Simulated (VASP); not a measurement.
# Mg (P6_3/mmc) in VASP: settings compared

Aim: see how the results for Mg move with the level of theory and the settings. Levels: r2SCAN0, r2SCANh. Tasks: single point.

All numbers are computed with VASP 6.6.1; they aren't measurements. Logs are shortened: lines on timing, memory, paths and dates and some standing lists are left out, and cuts for length are marked.

### 1 The cell of the first run

Symmetry: P6_3/mmc, No. 194, hexagonal system. Conventional cell: a = 3.177 Å, b = 3.177 Å, c = 10.319 Å, α = 90.00°, β = 90.00°, γ = 120.00°. Mg (site symmetry -6m2) has 12 Mg at 3.17 to 3.18 Å within 4.2 Å. Mg (site symmetry -3m) has 12 Mg at 3.17 to 3.18 Å within 4.2 Å.

### 2 Single point, r2SCAN0

POSCAR

```
Mg
1.0
    3.1768261656      0.0000000000      0.0000000000
   -1.5884130828      2.7512121628      0.0000000000
    0.0000000000      0.0000000000     10.3188620100
Mg
4
Direct
    0.6666666667      0.3333333333      0.7500000000
    0.0000000000      0.0000000000      0.5000000000
    0.3333333333      0.6666666667      0.2500000000
    0.0000000000      0.0000000000      0.0000000000
```

INCAR.step1

```
SYSTEM = Mg
ALGO     = Normal         ! electronic algorithm
EDIFF    = 1E-5           ! SCF threshold, eV
ENCUT    = 520            ! plane-wave cutoff, eV
GGA      = PE             ! functional
ISIF     = 2              ! what is computed and relaxed
ISMEAR   = -1             ! smearing method
LASPH    = .TRUE.         ! aspherical terms in the spheres
LCHARG   = .FALSE.        ! write CHGCAR
LREAL    = .FALSE.        ! projectors in reciprocal space
LWAVE    = .TRUE.         ! write WAVECAR
NBANDS   = 12             ! bands
NELM     = 100            ! most SCF steps
PREC     = Accurate       ! precision mode
SIGMA    = 0.05           ! smearing width, eV
```

INCAR.step2

```
SYSTEM = Mg
AEXX     = 0.25           ! exact-exchange fraction
ALGO     = Normal         ! electronic algorithm
EDIFF    = 1E-6           ! SCF threshold, eV
ENCUT    = 520            ! plane-wave cutoff, eV
ISIF     = 2              ! what is computed and relaxed
ISMEAR   = -1             ! smearing method
ISTART   = 1            
LASPH    = .TRUE.         ! aspherical terms in the spheres
LCHARG   = .FALSE.        ! write CHGCAR
LHFCALC  = .TRUE.         ! exact exchange
LMIXTAU  = .TRUE.       
LREAL    = .FALSE.        ! projectors in reciprocal space
LWAVE    = .FALSE.        ! write WAVECAR
METAGGA  = R2SCAN         ! meta-GGA
NBANDS   = 12             ! bands
NELM     = 100            ! most SCF steps
PREC     = Accurate       ! precision mode
PRECFOCK = Normal       
SIGMA    = 0.05           ! smearing width, eV
```

KPOINTS

```
k-points
0
G
  5 5 2
  0 0 0
```

Potentials or basis: VASP PAW PBE potentials, release 64 (Mg).

Started as:

```
cat potpaw_PBE.64/Mg/POTCAR > POTCAR
cp INCAR.step1 INCAR
mpirun -np 1 vasp_std > vasp.out
cp INCAR.step2 INCAR
mpirun -np 1 vasp_std > vasp.out
```

OUTCAR:

```text
SYSTEM = Mg
   AEXX = 0.25
   EDIFF = 1E-6
   ENCUT = 520
   ISIF = 2
   ISMEAR = -1
   ISTART = 1
   LASPH = .TRUE.
   LHFCALC = .TRUE.
   LREAL = .FALSE.
   METAGGA = R2SCAN
   NELM = 100
   PREC = Accurate
   PRECFOCK = Normal

 ion  position               nearest neighbor table
   1  0.667  0.333  0.750-   2 3.17   4 3.17   2 3.17   4 3.17   2 3.17   4 3.17
   2  0.000  0.000  0.500-   1 3.17   3 3.17   3 3.17   1 3.17   1 3.17   3 3.17
   3  0.333  0.667  0.250-   2 3.17   4 3.17   2 3.17   4 3.17   2 3.17   4 3.17
   4  0.000  0.000  0.000-   1 3.17   3 3.17   3 3.17   1 3.17   1 3.17   3 3.17

  LATTYP: Found a hexagonal cell.
 ALAT       =     3.1768261656
 C/A-ratio  =     3.2481670296

  Lattice vectors:

 A1 = (   3.1768261656,   0.0000000000,   0.0000000000)
 A2 = (  -1.5884130828,   2.7512121628,   0.0000000000)
 A3 = (   0.0000000000,   0.0000000000,  10.3188620100)

Analysis of symmetry for initial positions (statically):
=====================================================================
 Subroutine PRICEL returns:
 Original cell was already a primitive cell.

 Routine SETGRP: Setting up the symmetry group for a
 hexagonal supercell.

 Subroutine GETGRP returns: Found 24 space group operations
 (whereof 12 operations were pure point group operations)
 out of a pool of 24 trial point group operations.

The static configuration has the point symmetry D_3d.
 The point group associated with its full space group is D_6h.

Analysis of symmetry for dynamics (positions and initial velocities):
=====================================================================
 Subroutine PRICEL returns:
 Original cell was already a primitive cell.

 Routine SETGRP: Setting up the symmetry group for a
 hexagonal supercell.

 Subroutine GETGRP returns: Found 24 space group operations
 (whereof 12 operations were pure point group operations)
 out of a pool of 24 trial point group operations.

The dynamic configuration has the point symmetry D_3d.
 The point group associated with its full space group is D_6h.

 Subroutine INISYM returns: Found 24 space group operations
 (whereof 12 operations are pure point group operations),
 and found     1 'primitive' translations

----------------------------------------------------------------------------------------

                                     Primitive cell

  volume of cell :      90.1881

  direct lattice vectors                    reciprocal lattice vectors
[... 96 lines left out ...]
     AMIX_MAG =   1.60;   BMIX_MAG =  1.00
  volume/ion in A,a.u.               =      22.55       152.15
  Fermi-wavevector in a.u.,A,eV,Ry     =   0.730110  1.379708  7.252733  0.533061
  Thomas-Fermi vector in A             =   1.821999
   LORBIT       =      0    0 simple, 1 ext, 2 COOP (PROOUT), +10 PAW based schemes
   METAGGA = R2SCAN    functional components
   LHFCALC =     T    Hartree Fock is set to
   PRECFOCK=normal    Normal, Fast or Accurate (Low or Medium for compatibility)
   ENCUT4O =  -1.0   cutoff for four orbital integrals eV
   NKREDX  =     1    reduce k-point grid by
   NKREDY  =     1    reduce k-point grid by
   NKREDZ  =     1    reduce k-point grid by
   AEXX    =    0.2500 exact exchange contribution
   HFSCREEN=    0.0000 screening length (either q_TF or 0.3 A-1)
   HFSCREENC=   0.0000 screening length for correlation (either q_TF or 0.3 A-1)
   ENCUTFOCK=  -1.0 apply spherical cutoff to Coloumb kernel
   IVDW    =     0    specifies the selected vdW correction
   LEPSILON=     F    determine dielectric tensor
   LRPA    =     F    only Hartree local field effects (RPA)
 non-spin polarized calculation
  energy-cutoff  :      520.00
  volume of cell :       90.19
 maximum number of plane-waves:      2456
 NGX is ok and might be reduce to    24
  NGX = 18; NGY = 18; NGZ = 60

 number of electron       8.0000000 magnetization

 Free energy of the ion-electron system (eV)
  ---------------------------------------------------
  ext. energy  EPLUGINS =         0.00000000
  ---------------------------------------------------
  free energy    TOTEN  =       -14.22763675 eV

  energy without entropy =      -14.22222194  energy(sigma->0) =      -14.22492935

 E-fermi :   2.4378     XC(G=0):  -7.0538

 val. band max:        2.3572721692   @ k =   0.4000   0.0000   0.0000
 cond. band min:       3.1535951482   @ k =   0.4000   0.2000   0.0000
 fundamental gap:      0.7963229790
 Fermi energy:         2.4377701549

 k-point     1 :       0.0000    0.0000    0.0000
  band No.  band energies     occupation
      1      -6.0781      2.00000
      2      -4.4213      2.00000
      3      -4.4080      2.00000
      4       0.2269      2.00000
      5       1.0332      2.00000
      6       8.8976      0.00000
      7       8.9105      0.00000
      8      15.3910      0.00000
      9      15.3910      0.00000
     10      15.4803      0.00000
     11      15.4803      0.00000
     12      16.2046      0.00000
[... 121 lines left out ...]
 k-point    10 :       0.4000    0.2000    0.5000
  band No.  band energies     occupation
      1       0.7266      2.00000
      2       0.7266      2.00000
      3       1.0062      2.00000
      4       1.0062      2.00000
      5       4.4680      0.00000
      6       4.4680      0.00000
      7       4.8118      0.00000
      8       4.8118      0.00000
      9       6.3376      0.00000
     10       6.3376      0.00000
     11       9.0649      0.00000
     12       9.0649      0.00000

------------------------ aborting loop because EDIFF is reached ----------------------------------------

  FORCE on cell =-STRESS in cart. coord.  units (eV):
  Direction    XX          YY          ZZ          XY          YZ          ZX
  --------------------------------------------------------------------------------------
  -------------------------------------------------------------------------------------
  Total       -0.3363548     -0.3363548      0.3582956      0.0000000      0.0000000      0.0000000
  in kB       -5.9752879     -5.9752879      6.3650626      0.0000000      0.0000000      0.0000000
  external PRESSURE =      -1.8618377 kB  Pullay stress =       0.0000000 kB

 VOLUME and BASIS-vectors are now :
 -----------------------------------------------------------------------------
  energy-cutoff  :      520.00
  volume of cell :       90.19
      direct lattice vectors                 reciprocal lattice vectors
     3.176826166  0.000000000  0.000000000     0.314779578  0.181738074  0.000000000
    -1.588413083  2.751212163  0.000000000     0.000000000  0.363476148  0.000000000
     0.000000000  0.000000000 10.318862010     0.000000000  0.000000000  0.096909911

 POSITION                                       TOTAL-FORCE (eV/Angst)
 -----------------------------------------------------------------------------------
      1.58841      0.91707      7.73915         0.000000     -0.000000      0.000000
      0.00000      0.00000      5.15943        -0.000000     -0.000000     -0.000000
     -0.00000      1.83414      2.57972        -0.000000      0.000000      0.000000
      0.00000      0.00000      0.00000        -0.000000     -0.000000     -0.000000
 -----------------------------------------------------------------------------------
    total drift:                               -0.000000     -0.000000      0.000000

  FREE ENERGIE OF THE ION-ELECTRON SYSTEM (eV)
  ---------------------------------------------------
  free  energy   TOTEN  =       -14.2276367496 eV

  energy  without entropy=      -14.2222219442  energy(sigma->0) =      -14.22492935
```

OUTCAR.step1:

```text
SYSTEM = Mg
   EDIFF = 1E-5
   ENCUT = 520
   GGA = PE
   ISIF = 2
   ISMEAR = -1
   LASPH = .TRUE.
[... 364 lines left out ...]
      0.00000      0.00000      5.15943        -0.000000      0.000000      0.000000
     -0.00000      1.83414      2.57972        -0.000000      0.000000     -0.000000
      0.00000      0.00000      0.00000        -0.000000      0.000000      0.000000
 -----------------------------------------------------------------------------------
    total drift:                                0.000000     -0.000000      0.000000

  FREE ENERGIE OF THE ION-ELECTRON SYSTEM (eV)
  ---------------------------------------------------
  free  energy   TOTEN  =        -6.0555107787 eV

  energy  without entropy=       -6.0446079569  energy(sigma->0) =       -6.05005937
```

It took 6.5 min on 1 thread of Oxide Virtual Turin-like, shared host; peak memory 0.19 GiB.

Results:

```
Free energy            : -14.2276 eV
Pressure               : -0.2 GPa
Band gap on the k mesh : zero (band 4 reaches 3.48 eV, above the bottom of band 5 at 1.03 eV)
```

Stress tensor (GPa, compression positive):
```
-0.60  0.00  0.00
 0.00 -0.60  0.00
 0.00  0.00  0.64
```

Caveat: the k points lie up to 0.46 Å⁻¹ apart; the PAW data sets were made with another functional, which shifts forces and pressure a little.

(Part 1 of 2 ends here.)
